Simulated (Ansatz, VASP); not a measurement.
# TaAl2 in VASP and in Ansatz

```
Ta Al
1.0
     0.00000    3.13322    3.13322
     3.13322    0.00000    3.13322
     3.13322    3.13322    0.00000
Ta Al
1 2
Cartesian
  0.0000 0.0000 0.0000
  4.6998 4.6998 4.6998
  1.5666 1.5666 1.5666
```

Change from the starting cell: species swapped into the Mg2Ge type (Fm-3m, No. 225).

Alike in both runs: task relaxation of cell and atoms; functional PBE; k mesh 12 × 12 × 12; occupations gaussian, width 0.1 eV; no spin polarisation.

|  | VASP | Ansatz |
| --- | --- | --- |
| version | VASP 6.6.1 | Ansatz 0.2.0 |
| potentials or method | VASP PAW PBE potentials, release 64 (Ta_pv, Al), cutoff 600 eV | scalar-relativistic, plane waves, PAW |
| valence electrons in the cell | 17 | 19 |

VASP gave:

* gap on the k mesh at the Fermi level, each at its own relaxed structure (eV): none
* relaxed volume (Å³/atom): 20.53
* relaxed cell length with the largest relative difference (Å): 4.433

Question: Which values does Ansatz return?

Answer: gap on the k mesh at the Fermi level, each at its own relaxed structure (eV): none; relaxed volume (Å³/atom): 20.54; relaxed cell length with the largest relative difference (Å): 4.433.

A gap of «none» marks a metal or a gap that the smearing closes. VASP's potentials hold 17 valence electrons a cell and Ansatz's 19, so a difference there can come from the potentials and not from the codes.

Neither program's run includes spin-orbit coupling.
